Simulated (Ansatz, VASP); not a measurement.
## Two plane-wave programs on Ga

```
CELL_PARAMETERS angstrom
4.69341 0.00000 0.00000
-2.34670 4.06461 0.00000
0.00000 0.00000 3.03431
ATOMIC_POSITIONS crystal
Ga 0.00000 0.00000 0.00000
Ga 0.33333 0.66667 0.50000
Ga 0.66667 0.33333 0.50000
```

Alike in both runs: functional PBE; k mesh 8 × 8 × 10; occupations fermi-dirac, width 0.05 eV; no spin polarisation.

Ansatz relaxed the structure, and its values are those at the end. VASP's run is a single point on that final structure, the one shown.

|  | VASP | Ansatz |
| --- | --- | --- |
| version | VASP 6.6.1 | Ansatz 0.2.0 |
| potentials or method | VASP PAW PBE potentials, release 64 (Ga_d) | PAW with Ansatz's default frozen-core files, scalar-relativistic |
| plane-wave cutoff (eV) | 520 | 420 |
| valence electrons in the cell | 39 | 39 |

```tsv
	VASP	Ansatz	Ansatz less VASP
pressure (GPa)	0.2	0.0	-0.15
```
